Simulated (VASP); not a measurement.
# AlH6 (P6/mmm) in VASP: notebook

The runs below take AlH6 through single point, relaxation of cell and atoms, with PBE.

Everything below comes from runs of VASP 6.6.1. Logs are shortened: lines on timing, memory, paths and dates and some standing lists are left out, and cuts for length are marked.

**1. The cell of the first run**

It takes space group P6/mmm (No. 191, hexagonal). Conventional cell: a = 5.947 Å, b = 5.947 Å, c = 2.559 Å, α = 90.00°, β = 90.00°, γ = 120.00°. Al (site symmetry 6/mmm) has 2 Al at 2.56 Å and 12 H at 2.59 to 3.36 Å within 3.4 Å. H (site symmetry m2m) has 1 H at 0.77 Å within 1.1 Å.

**2. Single point, PBE**

Input file INCAR:

```
ALGO     = Normal         # electronic algorithm
EDIFF    = 1E-7           # SCF threshold, eV
ENCUT    = 520            # plane-wave cutoff, eV
GGA      = PE             # functional
ISIF     = 2              # what is computed and relaxed
ISMEAR   = 0              # smearing method
LASPH    = T              # aspherical terms in the spheres
LCHARG   = T              # write CHGCAR
LELF     = T              # ELF
LREAL    = F              # projectors in reciprocal space
LVHAR    = T            
LWAVE    = F              # write WAVECAR
NBANDS   = 14             # bands
NELM     = 60             # most SCF steps
PREC     = Accurate       # precision mode
SIGMA    = 0.1            # smearing width, eV
```

Input file KPOINTS:

```
k-points
0
Gamma
  6 6 14
```

Input file POSCAR:

```
AlH6
1.0
    5.9469607132      0.0000000000      0.0000000000
   -2.9734803566      5.1502190530      0.0000000000
    0.0000000000      0.0000000000      2.5586158442
Al H
1 6
Direct
    0.0000000000      0.0000000000      0.5000000000
    0.5649379218      0.0000000000      0.5000000000
    0.0000000000      0.5649379218      0.5000000000
    0.4350620782      0.4350620782      0.5000000000
    0.4350620782      0.0000000000      0.5000000000
    0.0000000000      0.4350620782      0.5000000000
    0.5649379218      0.5649379218      0.5000000000
```

Potentials or basis: VASP PAW PBE potentials, release 64 (Al, H).

Command:

```sh
> cat potpaw_PBE.64/Al/POTCAR potpaw_PBE.64/H/POTCAR > POTCAR
> mpirun -np 1 vasp_std > vasp.out
```

OUTCAR:

```text
EDIFF = 1E-7
   ENCUT = 520
   GGA = PE
   ISIF = 2
   ISMEAR = 0
   LASPH = T
   LREAL = F
   NELM = 60
   PREC = Accurate

 ion  position               nearest neighbor table
   1  0.000  0.000  0.500-
   2  0.565  0.000  0.500-   5 0.77
   3  0.000  0.565  0.500-   6 0.77
   4  0.435  0.435  0.500-   7 0.77
   5  0.435  0.000  0.500-   2 0.77
   6  0.000  0.435  0.500-   3 0.77
   7  0.565  0.565  0.500-   4 0.77

  LATTYP: Found a hexagonal cell.
 ALAT       =     5.9469607132
 C/A-ratio  =     0.4302392378

  Lattice vectors:

 A1 = (   5.9469607132,   0.0000000000,   0.0000000000)
 A2 = (  -2.9734803566,   5.1502190530,   0.0000000000)
 A3 = (   0.0000000000,   0.0000000000,   2.5586158442)

Analysis of symmetry for initial positions (statically):
=====================================================================
 Subroutine PRICEL returns:
 Original cell was already a primitive cell.

 Routine SETGRP: Setting up the symmetry group for a
 hexagonal supercell.

 Subroutine GETGRP returns: Found 24 space group operations
 (whereof 24 operations were pure point group operations)
 out of a pool of 24 trial point group operations.

The static configuration has the point symmetry D_6h.

Analysis of symmetry for dynamics (positions and initial velocities):
=====================================================================
 Subroutine PRICEL returns:
 Original cell was already a primitive cell.

 Routine SETGRP: Setting up the symmetry group for a
 hexagonal supercell.

 Subroutine GETGRP returns: Found 24 space group operations
 (whereof 24 operations were pure point group operations)
 out of a pool of 24 trial point group operations.

The dynamic configuration has the point symmetry D_6h.

 Subroutine INISYM returns: Found 24 space group operations
 (whereof 24 operations are pure point group operations),
 and found     1 'primitive' translations

----------------------------------------------------------------------------------------

                                     Primitive cell

  volume of cell :      78.3657

  direct lattice vectors                    reciprocal lattice vectors
     5.946960713  0.000000000  0.000000000     0.168153120  0.097083249  0.000000000
    -2.973480357  5.150219053  0.000000000     0.000000000  0.194166498  0.000000000
     0.000000000  0.000000000  2.558615844     0.000000000  0.000000000  0.390836320

  length of vectors
     5.946960713  5.946960713  2.558615844     0.194166498  0.194166498  0.390836320

  position of ions in fractional coordinates (direct lattice)
     0.000000000  0.000000000  0.500000000
     0.564937922  0.000000000  0.500000000
     1.000000000  0.564937922  0.500000000
     0.435062078  0.435062078  0.500000000
     0.435062078  0.000000000  0.500000000
     1.000000000  0.435062078  0.500000000
     0.564937922  0.564937922  0.500000000

  ion indices of the primitive-cell ions
   primitive index   ion index
                 1           1
                 2           2
                 3           3
                 4           4
                 5           5
                 6           6
                 7           7

----------------------------------------------------------------------------------------

 KPOINTS: k-points

Automatic generation of k-mesh.
 Grid dimensions read from file:
 generate k-points for:    6    6   14

 Generating k-lattice:

  Cartesian coordinates                     Fractional coordinates (reciprocal lattice)
     0.028025520  0.016180542  0.000000000     0.166666667 -0.000000000  0.000000000
     0.000000000  0.032361083  0.000000000     0.000000000  0.166666667  0.000000000
     0.000000000  0.000000000  0.027916880     0.000000000  0.000000000  0.071428571

  Length of vectors
     0.032361083  0.032361083  0.027916880

  Shift w.r.t. Gamma in fractional coordinates (k-lattice)
     0.000000000  0.000000000  0.000000000

 Subroutine IBZKPT returns following result:
 ===========================================

 Found     56 irreducible k-points:

 Following reciprocal coordinates:
            Coordinates               Weight
  0.000000  0.000000  0.000000      1.000000
  0.166667 -0.000000  0.000000      6.000000
  0.333333 -0.000000  0.000000      6.000000
  0.500000 -0.000000  0.000000      3.000000
  0.166667  0.166667  0.000000      6.000000
  0.333333  0.166667  0.000000     12.000000
[... 16 lines left out ...]
  0.166667 -0.000000  0.214286     12.000000
  0.333333 -0.000000  0.214286     12.000000
 [... further k-points ...]
   k-points           NKPTS =     56   k-points in BZ     NKDIM =     56   number of bands    NBANDS=     14
   number of dos      NEDOS =    301   number of ions     NIONS =      7
   total plane-waves  NPLWV =  46080
   dimension x,y,z NGX =    48 NGY =   48 NGZ =   20
   dimension x,y,z NGXF=    96 NGYF=   96 NGZF=   40
   ions per type =               1   6
   NGX,Y,Z   is equivalent  to a cutoff of  13.42, 13.42, 12.99 a.u.
   NGXF,Y,Z  is equivalent  to a cutoff of  26.84, 26.84, 25.99 a.u.
 SYSTEM =  unknown system
   PREC   = accura    normal or accurate (medium, high low for compatibility)
   ISTART =      0    job   : 0-new  1-cont  2-samecut
   ICHARG =      2    charge: 1-file 2-atom 10-const
   ISPIN  =      1    spin polarized calculation?
   LNONCOLLINEAR =      F non collinear calculations
   LSORBIT =      F    spin-orbit coupling
   LASPH  =      T    aspherical Exc in radial PAW
   ENCUT  =  520.0 eV  38.22 Ry    6.18 a.u.  11.06 11.06  4.76*2*pi/ulx,y,z
   NELM   =     60;   NELMIN=  2; NELMDL= -5     # of ELM steps
   EDIFF  = 0.1E-06   stopping-criterion for ELM
   LREAL  =      F    real-space projection
   EDIFFG = 0.1E-05   stopping-criterion for IOM
   NSW    =      0    number of steps for IOM
   IBRION =     -1    ionic relax: 0-MD 1-quasi-New 2-CG
   NFREE  =      0    steps in history (QN), initial steepest desc. (CG)
   ISIF   =      2    stress and relaxation
   ISYM   =      2    0-nonsym 1-usesym 2-fastsym
   POTIM  = 0.5000    time-step for ionic-motion
   TEBEG  =    0.0;   TEEND  =   0.0 temperature during run
   PSTRESS=    0.0 pullay stress
   NELECT =       9.0000    total number of electrons
   NUPDOWN=      -1.0000    fix difference up-down
   EMIN   =  10.00;   EMAX   =-10.00  energy-range for DOS
   EFERMI =   0.00;   METHOD = LEGACY
   ISMEAR =     0;   SIGMA  =   0.10  broadening in eV -4-tet -1-fermi 0-gaus
   EFERMI_NEDOS =   21; number of points for ismear=-14 and -15
   IALGO  =     38    algorithm
   IMIX   =      4    mixing-type and parameters
     AMIX     =   0.40;   BMIX     =  1.00
     AMIX_MAG =   1.60;   BMIX_MAG =  1.00
  volume/ion in A,a.u.               =      11.20        75.55
  Fermi-wavevector in a.u.,A,eV,Ry     =   0.795757  1.503762  8.615603  0.633229
  Thomas-Fermi vector in A             =   1.902147
   LORBIT       =      0    0 simple, 1 ext, 2 COOP (PROOUT), +10 PAW based schemes
   GGA     = PE    functional components
   LHFCALC =     F    Hartree Fock is set to
   AEXX    =    0.0000 exact exchange contribution
   IVDW    =     0    specifies the selected vdW correction
   LEPSILON=     F    determine dielectric tensor
   LRPA    =     F    only Hartree local field effects (RPA)
 non-spin polarized calculation
 Gauss-broadening in eV      SIGMA  =   0.10
  energy-cutoff  :      520.00
  volume of cell :       78.37
 maximum number of plane-waves:      2142
 NGX is ok and might be reduce to    48
   NGX = 23   NGY = 23   NGZ =  9

 number of electron       9.0000000 magnetization

 Free energy of the ion-electron system (eV)
  ---------------------------------------------------
  ext. energy  EPLUGINS =         0.00000000
  ---------------------------------------------------
  free energy    TOTEN  =       -22.22499074 eV

  energy without entropy =      -22.21769548  energy(sigma->0) =      -22.22134311

 E-fermi :   0.0528     XC(G=0):  -6.9983

 val. band max:        0.0429763207   @ k =   0.1667  -0.0000   0.2143
 cond. band min:       0.0638118298   @ k =   0.1667   0.1667   0.2143
 fundamental gap:      0.0208355092
 Fermi energy:         0.0527814140

 k-point     1 :       0.0000    0.0000    0.0000
  band No.  band energies     occupation
      1      -9.0029      2.00000
      2      -6.8449      2.00000
      3      -6.8449      2.00000
      4      -4.9726      2.00000
      5      -1.4367      2.00000
      6      -1.4367      2.00000
      7       3.9540      0.00000
      8       7.9561      0.00000
      9       8.2057      0.00000
     10       8.2057      0.00000
     11       9.0211      0.00000
     12       9.0211      0.00000
     13       9.3878      0.00000
     14      11.0304      0.00000

 k-point     2 :       0.1667   -0.0000    0.0000
  band No.  band energies     occupation
      1      -8.8859      2.00000
      2      -6.9937      2.00000
      3      -6.8756      2.00000
      4      -5.2307      2.00000
      5      -1.2295      2.00000
      6      -0.8547      2.00000
      7       4.1680      0.00000
      8       6.0594      0.00000
      9       6.9108      0.00000
     10       8.6253      0.00000
     11       8.7296      0.00000
     12       9.8554      0.00000
     13      10.7311      0.00000
     14      11.8861      0.00000

 k-point     3 :       0.3333   -0.0000    0.0000
  band No.  band energies     occupation
      1      -8.5460      2.00000
      2      -7.4375      2.00000
      3      -6.9347      2.00000
      4      -5.5725      2.00000
      5      -0.7401      2.00000
      6       0.4167      0.00000
      7       4.2930      0.00000
      8       4.4429      0.00000
      9       5.5760      0.00000
     10       7.9400      0.00000
     11       8.8436      0.00000
     12       9.8834      0.00000
     13      12.8709      0.00000
     14      12.9719      0.00000

 k-point     4 :       0.5000   -0.0000    0.0000
  band No.  band energies     occupation
      1      -8.0422      2.00000
      2      -8.0093      2.00000
      3      -6.9630      2.00000
      4      -5.6877      2.00000
      5      -0.4322      2.00000
      6       1.3820      0.00000
      7       3.4620      0.00000
      8       3.7622      0.00000
      9       5.8719      0.00000
     10       7.2253      0.00000
     11       8.8988      0.00000
     12      10.0684      0.00000
     13      12.3416      0.00000
     14      13.2831      0.00000

 k-point     5 :       0.1667    0.1667    0.0000
  band No.  band energies     occupation
      1      -8.6572      2.00000
      2      -7.2081      2.00000
      3      -7.0281      2.00000
      4      -5.4791      2.00000
      5      -0.8496      2.00000
      6       0.0127      1.42937
      7       4.4885      0.00000
      8       4.5631      0.00000
      9       6.5795      0.00000
     10       6.9825      0.00000
     11       8.8572      0.00000
[... 276 lines left out ...]
 k-point    22 :       0.0000    0.0000    0.2143
  band No.  band energies     occupation
      1      -8.2707      2.00000
      2      -6.3362      2.00000
      3      -6.3362      2.00000
      4      -4.1551      2.00000
      5      -0.4879      2.00000
      6      -0.4879      2.00000
      7       4.9751      0.00000
      8       6.3236      0.00000
      9       8.3663      0.00000
     10       8.7015      0.00000
     11       8.7727      0.00000
     12       8.7727      0.00000
     13       9.6437      0.00000
     14       9.6437      0.00000

 k-point    23 :       0.1667   -0.0000    0.2143
  band No.  band energies     occupation
      1      -8.1611      2.00000
      2      -6.4663      2.00000
      3      -6.3612      2.00000
      4      -4.3898      2.00000
      5      -0.2952      2.00000
      6       0.0430      1.11029
      7       5.1463      0.00000
      8       6.1690      0.00000
      9       6.8486      0.00000
     10       7.7210      0.00000
     11       8.4584      0.00000
     12       9.3705      0.00000
     13      10.2867      0.00000
     14      11.0320      0.00000

 k-point    24 :       0.3333   -0.0000    0.2143
  band No.  band energies     occupation
      1      -7.8463      2.00000
      2      -6.8458      2.00000
      3      -6.4095      2.00000
      4      -4.7281      2.00000
      5       0.1587      0.13432
      6       1.2243      0.00000
      7       4.8620      0.00000
      8       5.3139      0.00000
      9       5.9042      0.00000
     10       7.5221      0.00000
     11       8.0769      0.00000
     12       9.4630      0.00000
     13      10.3217      0.00000
     14      11.6022      0.00000

 [... further k-points ...]
[... 5 lines left out ...]
  --------------------------------------------------------------------------------------
  -------------------------------------------------------------------------------------
  Total       -0.0841661     -0.0841661     -0.0765724      0.0000000      0.0000000      0.0000000
  in kB       -1.7207657     -1.7207657     -1.5655135      0.0000000      0.0000000      0.0000000
  external PRESSURE =      -1.6690149 kB  Pullay stress =       0.0000000 kB

 VOLUME and BASIS-vectors are now :
 -----------------------------------------------------------------------------
  energy-cutoff  :      520.00
  volume of cell :       78.37
      direct lattice vectors                 reciprocal lattice vectors
     5.946960713  0.000000000  0.000000000     0.168153120  0.097083249  0.000000000
    -2.973480357  5.150219053  0.000000000     0.000000000  0.194166498  0.000000000
     0.000000000  0.000000000  2.558615844     0.000000000  0.000000000  0.390836320

 POSITION                                       TOTAL-FORCE (eV/Angst)
 -----------------------------------------------------------------------------------
      0.00000      0.00000      1.27931        -0.000000      0.000000      0.000000
      3.35966      0.00000      1.27931        -0.006366     -0.000000     -0.000000
     -1.67983      2.90955      1.27931         0.003183     -0.005513      0.000000
      1.29365      2.24067      1.27931         0.003183      0.005513     -0.000000
      2.58730      0.00000      1.27931         0.006366      0.000000      0.000000
     -1.29365      2.24067      1.27931        -0.003183      0.005513     -0.000000
      1.67983      2.90955      1.27931        -0.003183     -0.005513      0.000000
 -----------------------------------------------------------------------------------
    total drift:                               -0.000000      0.000000      0.000000

  FREE ENERGIE OF THE ION-ELECTRON SYSTEM (eV)
  ---------------------------------------------------
  free  energy   TOTEN  =       -22.2249907434 eV

  energy  without entropy=      -22.2176954763  energy(sigma->0) =      -22.22134311
```

Run time: 36 s. Hardware: 1 thread of AMD EPYC 9R45 (Zen 5), shared host; peak memory 0.19 GiB.

Results:

| Quantity | Value |
| --- | --- |
| Free energy | -22.2250 eV |
| Pressure | -0.2 GPa |
| Largest force | 0.006 eV/Å |

Forces in eV/Å, atoms in the order of the input:
```
Al   0.000  0.000  0.000
H   -0.006  0.000  0.000
H    0.003 -0.006  0.000
H    0.003  0.006  0.000
H    0.006  0.000  0.000
H   -0.003  0.006  0.000
H   -0.003 -0.006  0.000
```

**3. Relaxation of cell and atoms, PBE**

This run uses another cell than the first one, of 11.49 Å³/atom, 1.027 times its volume.

Input file INCAR:

```
SYSTEM = AlH6
ALGO = Normal
EDIFF = 1E-6
EDIFFG = -0.01
ENCUT = 600
GGA = PE
IBRION = 2
ISIF = 3
ISMEAR = 0
LASPH = .TRUE.
LCHARG = .FALSE.
LREAL = .FALSE.
LWAVE = .FALSE.
NELM = 100
NSW = 100
PREC = Accurate
SIGMA = 0.1
```

Input file KPOINTS:

```
k-points
0
G
  6 6 14
  0 0 0
```

Input file POSCAR:

```
AlH6
1.0
    5.8771293607      0.0000000000      0.0000000000
   -2.9385646803      5.0897433277      0.0000000000
    0.0000000000      0.0000000000      2.6893436740
Al H
1 6
Direct
    0.0000000000      0.0000000000      0.5000000000
    0.5657777010      0.0000000000      0.5000000000
    0.0000000000      0.5657777010      0.5000000000
    0.4342222990      0.4342222990      0.5000000000
    0.4342222990      0.0000000000      0.5000000000
    0.0000000000      0.4342222990      0.5000000000
    0.5657777010      0.5657777010      0.5000000000
```

Potentials or basis: VASP PAW PBE potentials, release 64 (Al, H).

Command:

```sh
> cat potpaw_PBE.64/Al/POTCAR potpaw_PBE.64/H/POTCAR > POTCAR
> mpirun -np 1 vasp_std > vasp.out
```

Wall time 2.1 min (1 thread of AMD EPYC 9R45 (Zen 5), shared host); peak memory 0.21 GiB.

Results (log left out):

```
Free energy                            : -22.2297 eV
Relaxed volume                         : 11.03 Å³/atom
Relaxed cell                           : a = 5.906 Å, b = 5.906 Å, c = 2.556 Å, α = 90.00°, β = 90.00°, γ = 120.00°
Space group after relaxing (to 0.05 Å) : P6/mmm (No. 191)
Energy gained by relaxing              : 5.6 meV/atom
Ionic steps                            : 10
Pressure after relaxing                : 0.1 GPa
Largest force after relaxing           : 0.004 eV/Å
```

Forces on the atoms (eV/Å):
```
Al   0.000  0.000  0.000
H    0.004  0.000  0.000
H   -0.002  0.003  0.000
H   -0.002 -0.003  0.000
H   -0.004  0.000  0.000
H    0.002 -0.003  0.000
H    0.002  0.003  0.000
```

The path:
```tsv
step	energy change (eV)	largest force (eV/Å)	pressure (GPa)	volume (Å³)
1	0.0000	0.0117	-0.57	80.45
2	-0.0090	0.0377	-0.69	79.97
3	-0.0297	0.1966	-0.72	78.51
4	-0.0101	0.5120	-0.45	75.54
5	-0.0338	0.2941	-0.64	77.61
6	-0.0370	0.1927	-0.33	77.30
7	-0.0384	0.0741	0.02	76.95
8	-0.0384	0.0677	0.04	76.93
9	-0.0387	0.0499	0.04	77.00
10	-0.0391	0.0036	0.05	77.19
```

Final structure:
```
Al H
1.0
     5.90558    0.00000    0.00000
    -2.95279    5.11438    0.00000
     0.00000    0.00000    2.55580
Al H
1 6
Direct
  0.00000 0.00000 0.50000
  0.56542 0.00000 0.50000
  0.00000 0.56542 0.50000
  0.43458 0.43458 0.50000
  0.43458 0.00000 0.50000
  0.00000 0.43458 0.50000
  0.56542 0.56542 0.50000
```

Levels at points of the mesh, in eV from the Fermi level:
| k point | band 1 | band 2 | band 3 | band 4 | band 5 | band 6 | band 7 | band 8 |
| --- | --- | --- | --- | --- | --- | --- | --- | --- |
| (0.00, 0.00, 0.00) | -9.13 | -6.91 | -6.91 | -4.99 | -1.52 | -1.52 | 3.90 | 7.97 |
| (0.50, 0.00, 0.00) | -8.15 | -8.12 | -7.04 | -5.73 | -0.48 | 1.40 | 3.43 | 3.71 |
| (0.00, 0.00, 0.50) | -6.78 | -5.42 | -5.42 | -1.75 | 0.68 | 2.54 | 2.54 | 5.35 |
| (0.50, 0.00, 0.50) | -6.28 | -5.97 | -5.47 | -1.64 | -0.46 | 3.49 | 3.65 | 4.96 |
